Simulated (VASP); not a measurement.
# C (Fd-3m) in VASP: notebook

The runs below take C through single point, with r2SCAN.

All numbers are computed with VASP 6.6.1; they aren't measurements. Logs are shortened: lines on timing, memory, paths and dates and some standing lists are left out, and cuts for length are marked.

### 1 The cell of the first run

Symmetry: Fd-3m, No. 227, cubic system. Conventional cell: a = 3.542 Å, b = 3.542 Å, c = 3.542 Å, α = 90.00°, β = 90.00°, γ = 90.00°. C (site symmetry -43m) has 4 C at 1.53 Å within 2.0 Å.

### 2 Single point, r2SCAN

Input file POSCAR:

```
C
1.0
    1.7711992530      1.7711992530      0.0000000000
   -1.7711992530      1.7711992530      0.0000000000
    0.0000000000      1.7711992530      1.7711992530
C
2
Direct
    0.5000000000      0.5000000000      0.0000000000
    0.7500000000      0.2500000000      0.5000000000
```

Input file INCAR.step1:

```
SYSTEM = C
PREC = Accurate ; ENCUT = 520
ISMEAR = 0 ; SIGMA = 0.01
LREAL = .False. ; LASPH = .True.
NELM = 80 ; NBANDS = 11
GGA = PE ; ALGO = Normal
EDIFF = 1E-4 ; LWAVE = .True.
LCHARG = .False.
```

Input file INCAR.step2:

```
SYSTEM = C
PREC = Accurate ; ENCUT = 520
EDIFF = 1E-6 ; ISMEAR = 0
SIGMA = 0.01 ; LREAL = .False.
LASPH = .True. ; NELM = 80
ALGO = Normal ; ISIF = 2
LWAVE = .False. ; LCHARG = .False.
METAGGA = R2SCAN ; LMIXTAU = .True.
NBANDS = 11 ; ISTART = 1
```

Input file KPOINTS:

```
Automatic mesh
0
Gamma
  12 12 12
  0 0 0
```

Potentials or basis: VASP PAW PBE potentials, release 64 (C).

On the command line:

```bash
$ cat potpaw_PBE.64/C/POTCAR > POTCAR
$ cp INCAR.step1 INCAR
$ mpirun -np 1 vasp_std > vasp.out
$ cp INCAR.step2 INCAR
$ mpirun -np 1 vasp_std > vasp.out
```

OUTCAR:

```text
SYSTEM = C
   PREC = Accurate
   ENCUT = 520
   EDIFF = 1E-6
   ISMEAR = 0
   LREAL = .False.
   LASPH = .True.
   NELM = 80
   ISIF = 2
   METAGGA = R2SCAN
   ISTART = 1

 ion  position               nearest neighbor table
   1  0.500  0.500  0.000-   2 1.53   2 1.53   2 1.53   2 1.53
   2  0.750  0.250  0.500-   1 1.53   1 1.53   1 1.53   1 1.53

  LATTYP: Found a face centered cubic cell.
 ALAT       =     3.5423985060

  Lattice vectors:

 A1 = (   0.0000000000,   1.7711992530,   1.7711992530)
 A2 = (   1.7711992530,   0.0000000000,   1.7711992530)
 A3 = (   1.7711992530,   1.7711992530,   0.0000000000)

Analysis of symmetry for initial positions (statically):
=====================================================================
 Subroutine PRICEL returns:
 Original cell was already a primitive cell.

 Routine SETGRP: Setting up the symmetry group for a
 face centered cubic supercell.

 Subroutine GETGRP returns: Found 48 space group operations
 (whereof 24 operations were pure point group operations)
 out of a pool of 48 trial point group operations.

The static configuration has the point symmetry T_d .
 The point group associated with its full space group is O_h .

Analysis of symmetry for dynamics (positions and initial velocities):
=====================================================================
 Subroutine PRICEL returns:
 Original cell was already a primitive cell.

 Routine SETGRP: Setting up the symmetry group for a
 face centered cubic supercell.

 Subroutine GETGRP returns: Found 48 space group operations
 (whereof 24 operations were pure point group operations)
 out of a pool of 48 trial point group operations.

The dynamic configuration has the point symmetry T_d .
 The point group associated with its full space group is O_h .

 Subroutine INISYM returns: Found 48 space group operations
 (whereof 24 operations are pure point group operations),
 and found     1 'primitive' translations

----------------------------------------------------------------------------------------

                                     Primitive cell

  volume of cell :      11.1130

  direct lattice vectors                    reciprocal lattice vectors
     1.771199253  1.771199253  0.000000000     0.282294609  0.282294609 -0.282294609
    -1.771199253  1.771199253  0.000000000    -0.282294609  0.282294609 -0.282294609
     0.000000000  1.771199253  1.771199253     0.000000000  0.000000000  0.564589217
[... 90 lines left out ...]
   ISIF   =      2    stress and relaxation
   ISYM   =      2    0-nonsym 1-usesym 2-fastsym
   POTIM  = 0.5000    time-step for ionic-motion
   TEBEG  =    0.0;   TEEND  =   0.0 temperature during run
   PSTRESS=    0.0 pullay stress
   NELECT =       8.0000    total number of electrons
   NUPDOWN=      -1.0000    fix difference up-down
   EMIN   =  10.00;   EMAX   =-10.00  energy-range for DOS
   EFERMI =   0.00;   METHOD = LEGACY
   ISMEAR =     0;   SIGMA  =   0.01  broadening in eV -4-tet -1-fermi 0-gaus
   EFERMI_NEDOS =   21; number of points for ismear=-14 and -15
   IALGO  =     38    algorithm
   IMIX   =      4    mixing-type and parameters
     AMIX     =   0.40;   BMIX     =  1.00
     AMIX_MAG =   1.60;   BMIX_MAG =  1.00
  volume/ion in A,a.u.               =       5.56        37.50
  Fermi-wavevector in a.u.,A,eV,Ry     =   1.467216  2.772636 29.289574  2.152723
  Thomas-Fermi vector in A             =   2.582860
   LORBIT       =      0    0 simple, 1 ext, 2 COOP (PROOUT), +10 PAW based schemes
   METAGGA = R2SCAN    functional components
   LHFCALC =     F    Hartree Fock is set to
   AEXX    =    0.0000 exact exchange contribution
   IVDW    =     0    specifies the selected vdW correction
   LEPSILON=     F    determine dielectric tensor
   LRPA    =     F    only Hartree local field effects (RPA)
 non-spin polarized calculation
 Gauss-broadening in eV      SIGMA  =   0.01
  energy-cutoff  :      520.00
  volume of cell :       11.11
 maximum number of plane-waves:       310
   NGX =  9   NGY =  9   NGZ =  9

 number of electron       7.9999999 magnetization

 Free energy of the ion-electron system (eV)
  ---------------------------------------------------
  ext. energy  EPLUGINS =         0.00000000
  ---------------------------------------------------
  free energy    TOTEN  =       -19.65198540 eV

  energy without entropy =      -19.65198540  energy(sigma->0) =      -19.65198540

 E-fermi :  10.1721     XC(G=0): -14.3710

 val. band max:       10.0136627046   @ k =   0.0000   0.0000   0.0000
 cond. band min:      14.4046381138   @ k =  -0.3333   0.3333   0.0000
 fundamental gap:      4.3909754092
 Fermi energy:        10.1720828676

 k-point     1 :       0.0000    0.0000    0.0000
  band No.  band energies     occupation
      1     -12.9682      2.00000
      2      10.0137      2.00000
      3      10.0137      2.00000
      4      10.0137      2.00000
      5      15.9058      0.00000
      6      15.9058      0.00000
      7      15.9058      0.00000
      8      24.3278      0.00000
      9      30.6928      0.00000
     10      37.6311      0.00000
     11      37.6311      0.00000
[... 309 lines left out ...]
 k-point    24 :      -0.4167    0.1667    0.0000
  band No.  band energies     occupation
      1      -8.5520      2.00000
      2      -0.4921      2.00000
      3       5.3957      2.00000
      4       5.6308      2.00000
      5      17.0915      0.00000
      6      21.7630      0.00000
      7      21.9113      0.00000
      8      23.5768      0.00000
      9      32.6097      0.00000
     10      34.0885      0.00000
     11      38.9563      0.00000

 [... further k-points ...]

------------------------ aborting loop because EDIFF is reached ----------------------------------------

  FORCE on cell =-STRESS in cart. coord.  units (eV):
  Direction    XX          YY          ZZ          XY          YZ          ZX
  --------------------------------------------------------------------------------------
  -------------------------------------------------------------------------------------
  Total        0.5678871      0.5678871      0.5678871     -0.0000000     -0.0000000      0.0000000
  in kB       81.8729362     81.8729362     81.8729362     -0.0000000     -0.0000000      0.0000000
  external PRESSURE =      81.8729362 kB  Pullay stress =       0.0000000 kB

 VOLUME and BASIS-vectors are now :
 -----------------------------------------------------------------------------
  energy-cutoff  :      520.00
  volume of cell :       11.11
      direct lattice vectors                 reciprocal lattice vectors
     1.771199253  1.771199253  0.000000000     0.282294609  0.282294609 -0.282294609
    -1.771199253  1.771199253  0.000000000    -0.282294609  0.282294609 -0.282294609
     0.000000000  1.771199253  1.771199253     0.000000000  0.000000000  0.564589217

 POSITION                                       TOTAL-FORCE (eV/Angst)
 -----------------------------------------------------------------------------------
      0.00000      1.77120      0.00000        -0.000000     -0.000000      0.000000
      0.88560      2.65680      0.88560         0.000000      0.000000      0.000000
 -----------------------------------------------------------------------------------
    total drift:                                0.000000     -0.000000     -0.000000

  FREE ENERGIE OF THE ION-ELECTRON SYSTEM (eV)
  ---------------------------------------------------
  free  energy   TOTEN  =       -19.6519854038 eV

  energy  without entropy=      -19.6519854038  energy(sigma->0) =      -19.65198540
```

OUTCAR.step1:

```text
SYSTEM = C
   PREC = Accurate
   ENCUT = 520
   ISMEAR = 0
   LREAL = .False.
[... 560 lines left out ...]
      0.00000      1.77120      0.00000         0.000000     -0.000000      0.000000
      0.88560      2.65680      0.88560        -0.000000      0.000000      0.000000
 -----------------------------------------------------------------------------------
    total drift:                                0.000000     -0.000000      0.000000

  FREE ENERGIE OF THE ION-ELECTRON SYSTEM (eV)
  ---------------------------------------------------
  free  energy   TOTEN  =       -18.1746422567 eV

  energy  without entropy=      -18.1746422567  energy(sigma->0) =      -18.17464226
```

It took 28 s on 1 thread of Intel Xeon 8259CL, shared host; peak memory 0.12 GiB.

What came out:

| Property | Result |
| --- | --- |
| Free energy | -19.6520 eV |
| Pressure | 8.2 GPa |
| Band gap on the k mesh | 4.39 eV (least direct gap 5.89 eV) |

Levels at points of the mesh, in eV from the valence-band top:
| k point | band 2 | band 3 | band 4 | band 5 | band 6 | band 7 |
| --- | --- | --- | --- | --- | --- | --- |
| (0.00, 0.00, 0.00) | 0.00 | 0.00 | 0.00 | 5.89 | 5.89 | 5.89 |
| (0.50, 0.00, 0.00) | -14.28 | -3.03 | -3.03 | 8.96 | 8.96 | 9.42 |
| (0.50, 0.50, 0.00) | -13.74 | -6.79 | -6.79 | 5.04 | 5.04 | 18.20 |

Caveat: the cell stands under pressure; the PAW data sets were made with another functional, which shifts forces and pressure a little.

### 3 Single point, r2SCAN

This run uses another cell than the first one, of 5.52 Å³/atom.

Input file POSCAR:

```
C
1.0
    1.7675122830      1.7675122830      0.0000000000
   -1.7675122830      1.7675122830      0.0000000000
    0.0000000000      1.7675122830      1.7675122830
C
2
Direct
    0.5000000000      0.5000000000      0.0000000000
    0.7500000000      0.2500000000      0.5000000000
```

Input file INCAR.step1:

```
PREC = Accurate
ENCUT = 520
ISMEAR = 0
SIGMA = 0.01
LREAL = F
LASPH = T
NELM = 60
NBANDS = 11
GGA = PE
ALGO = Normal
EDIFF = 1E-4
LWAVE = T
LCHARG = F
```

Input file INCAR.step2:

```
PREC = Accurate
ENCUT = 520
EDIFF = 1E-6
ISMEAR = 0
SIGMA = 0.01
LREAL = F
LASPH = T
NELM = 60
ALGO = Normal
ISIF = 2
LWAVE = F
LCHARG = F
METAGGA = R2SCAN
LMIXTAU = T
NBANDS = 11
ISTART = 1
```

Input file KPOINTS:

```
Automatic mesh
0
Gamma
  12 12 12
```

Potentials or basis: VASP PAW PBE potentials, release 64 (C).

On the command line:

```bash
$ cat potpaw_PBE.64/C/POTCAR > POTCAR
$ cp INCAR.step1 INCAR
$ mpirun -np 1 vasp_std > vasp.out
$ cp INCAR.step2 INCAR
$ mpirun -np 1 vasp_std > vasp.out
```

OUTCAR:

```text
PREC = Accurate
   ENCUT = 520
   EDIFF = 1E-6
   ISMEAR = 0
   LREAL = F
   LASPH = T
   NELM = 60
   ISIF = 2
   METAGGA = R2SCAN
   ISTART = 1

 ion  position               nearest neighbor table
   1  0.500  0.500  0.000-   2 1.53   2 1.53   2 1.53   2 1.53
   2  0.750  0.250  0.500-   1 1.53   1 1.53   1 1.53   1 1.53

  LATTYP: Found a face centered cubic cell.
 ALAT       =     3.5350245660

  Lattice vectors:

 A1 = (   0.0000000000,   1.7675122830,   1.7675122830)
 A2 = (   1.7675122830,   0.0000000000,   1.7675122830)
 A3 = (   1.7675122830,   1.7675122830,   0.0000000000)

Analysis of symmetry for initial positions (statically):
=====================================================================
 Subroutine PRICEL returns:
 Original cell was already a primitive cell.

 Routine SETGRP: Setting up the symmetry group for a
 face centered cubic supercell.

 Subroutine GETGRP returns: Found 48 space group operations
 (whereof 24 operations were pure point group operations)
 out of a pool of 48 trial point group operations.

The static configuration has the point symmetry T_d .
[... 174 lines left out ...]
      3      10.1061      2.00000
      4      10.1061      2.00000
      5      16.0155      0.00000
      6      16.0155      0.00000
      7      16.0155      0.00000
      8      24.5725      0.00000
      9      30.8731      0.00000
     10      37.7939      0.00000
     11      37.7939      0.00000
[... 309 lines left out ...]
 k-point    24 :      -0.4167    0.1667    0.0000
  band No.  band energies     occupation
      1      -8.5272      2.00000
      2      -0.4445      2.00000
      3       5.4683      2.00000
      4       5.6967      2.00000
      5      17.2084      0.00000
      6      21.9043      0.00000
      7      22.0839      0.00000
      8      23.7231      0.00000
      9      32.7883      0.00000
     10      34.3031      0.00000
     11      39.1410      0.00000

 [... further k-points ...]

------------------------ aborting loop because EDIFF is reached ----------------------------------------

  FORCE on cell =-STRESS in cart. coord.  units (eV):
  Direction    XX          YY          ZZ          XY          YZ          ZX
  --------------------------------------------------------------------------------------
  -------------------------------------------------------------------------------------
  Total        0.7735137      0.7735137      0.7735137     -0.0000000     -0.0000000      0.0000000
  in kB      112.2176716    112.2176716    112.2176716     -0.0000000     -0.0000000      0.0000000
  external PRESSURE =     112.2176716 kB  Pullay stress =       0.0000000 kB

 VOLUME and BASIS-vectors are now :
 -----------------------------------------------------------------------------
  energy-cutoff  :      520.00
  volume of cell :       11.04
      direct lattice vectors                 reciprocal lattice vectors
     1.767512283  1.767512283  0.000000000     0.282883466  0.282883466 -0.282883466
    -1.767512283  1.767512283  0.000000000    -0.282883466  0.282883466 -0.282883466
     0.000000000  1.767512283  1.767512283     0.000000000  0.000000000  0.565766931

 POSITION                                       TOTAL-FORCE (eV/Angst)
 -----------------------------------------------------------------------------------
      0.00000      1.76751      0.00000        -0.000000      0.000000      0.000000
      0.88376      2.65127      0.88376         0.000000     -0.000000      0.000000
 -----------------------------------------------------------------------------------
    total drift:                                0.000000      0.000000      0.000000

  FREE ENERGIE OF THE ION-ELECTRON SYSTEM (eV)
  ---------------------------------------------------
  free  energy   TOTEN  =       -19.6476727543 eV

  energy  without entropy=      -19.6476727543  energy(sigma->0) =      -19.64767275
```

OUTCAR.step1:

```text
PREC = Accurate
   ENCUT = 520
   ISMEAR = 0
   LREAL = F
   LASPH = T
[... 558 lines left out ...]
 -----------------------------------------------------------------------------------
      0.00000      1.76751      0.00000        -0.000000      0.000000      0.000000
      0.88376      2.65127      0.88376         0.000000     -0.000000      0.000000
 -----------------------------------------------------------------------------------
    total drift:                                0.000000     -0.000000      0.000000

  FREE ENERGIE OF THE ION-ELECTRON SYSTEM (eV)
  ---------------------------------------------------
  free  energy   TOTEN  =       -18.1687550220 eV

  energy  without entropy=      -18.1687550220  energy(sigma->0) =      -18.16875502
```

It took 29 s on 1 thread of Intel Xeon 8259CL, shared host; peak memory 0.12 GiB.

Results:

```
Free energy            : -19.6477 eV
Pressure               : 11.2 GPa
Band gap on the k mesh : 4.41 eV (least direct gap 5.91 eV)
```

Caveat: the cell stands under pressure; the PAW data sets were made with another functional, which shifts forces and pressure a little. A k mesh can miss the band edges.
